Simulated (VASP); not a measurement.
Write the native input for VASP 6.6.1 that does the following.

* Task: single point
* Functional: LDA
* Potentials or basis: VASP PAW LDA potentials, release 64 (Ta_pv, Cu)
* Cutoff: 520 eV
* k mesh: 9 × 9 × 9
* Occupations: fermi-dirac, width 0.05 eV
* Spin: no spin polarisation
* Dipole correction: no
* Further INCAR settings: ALGO = Fast; EDIFF = 1e-06; NBANDS = 30

The structure of Ta3Cu lies in POSCAR:

```
Ta3Cu
1.0
   -2.0458602655      2.0458602655      4.2907040909
    2.0458602655     -2.0458602655      4.2907040909
    2.0458602655      2.0458602655     -4.2907040909
Ta Cu
3 1
Direct
    0.5000000000      0.5000000000      0.0000000000
    0.2500000000      0.7500000000      0.5000000000
    0.7500000000      0.2500000000      0.5000000000
    0.0000000000      0.0000000000      0.0000000000
```

These files were run (other wordings do the same):

INCAR

```
PREC = Accurate ; ENCUT = 520
EDIFF = 1E-6 ; ISMEAR = -1
SIGMA = 0.05 ; LREAL = False
LASPH = True ; NELM = 100
ALGO = Fast ; ISIF = 2
LWAVE = False ; LCHARG = False
NBANDS = 30
```

KPOINTS

```
regular mesh
0
Gamma
  9 9 9
```

Potentials or basis: VASP PAW LDA potentials, release 64 (Ta_pv, Cu).

Launch:

```bash
$ cat potpaw_LDA.64/Ta_pv/POTCAR potpaw_LDA.64/Cu/POTCAR > POTCAR
$ mpirun -np 1 vasp_std > vasp.out
```

It gave:

```
Pressure               : -19.0 GPa
Band gap on the k mesh : zero (bands 22 and 23 overlap by 1.22 eV)
```

Caveat: the cell stands under tension; spin-orbit coupling is left out, which moves the levels of the heavy elements.

Run time: 9.3 min on 1 thread of Intel Xeon 8259CL (shared host), peak memory 0.29 GiB.
